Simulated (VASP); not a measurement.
Wanted: the native input for a VASP 6.6.1 run.

| Property | Result |
| --- | --- |
| Task | single point |
| Functional | LDA |
| Potentials or basis | VASP PAW LDA potentials, release 64 (F) |
| Cutoff | 520 eV |
| k mesh | 17 × 17 × 17 |
| Occupations | fermi-dirac, width 0.08 eV |
| Spin | no spin polarisation |
| Dipole correction | no |
| Further INCAR settings | ALGO = Normal; EDIFF = 1e-06; NBANDS = 10 |

The structure of F lies in POSCAR:

```
F
1.0
    1.6542738754      0.0000000000      0.0000000000
    0.0000000000      1.6542738754      0.0000000000
    0.0000000000      0.0000000000      1.6542738754
F
1
Direct
    0.0000000000      0.0000000000      0.0000000000
```

This cell differs from its parent crystal: volume scaled by 0.5.

One way to write it, as run:

INCAR

```
PREC = Accurate
ENCUT = 520
EDIFF = 1E-6
ISMEAR = -1
SIGMA = 0.08
LREAL = False
LASPH = True
NELM = 60
ALGO = Normal
ISIF = 2
LWAVE = False
LCHARG = False
NBANDS = 10
```

KPOINTS

```
Automatic mesh
0
Gamma
  17 17 17
```

Potentials or basis: VASP PAW LDA potentials, release 64 (F).

Run with:

```console
$ cat potpaw_LDA.64/F/POTCAR > POTCAR
$ mpirun -np 1 vasp_std > vasp.out
```

Results of the run:

The pressure is 397.2 GPa.

Caveat: an odd number of electrons without spin polarisation forces a metal; a magnetic or distorted state may lie lower.

Wall time 1.8 s on 1 thread of Intel(R) Xeon(R) 6975P-C (Granite Rapids), with other jobs on the host, peak memory 0.1 GiB.
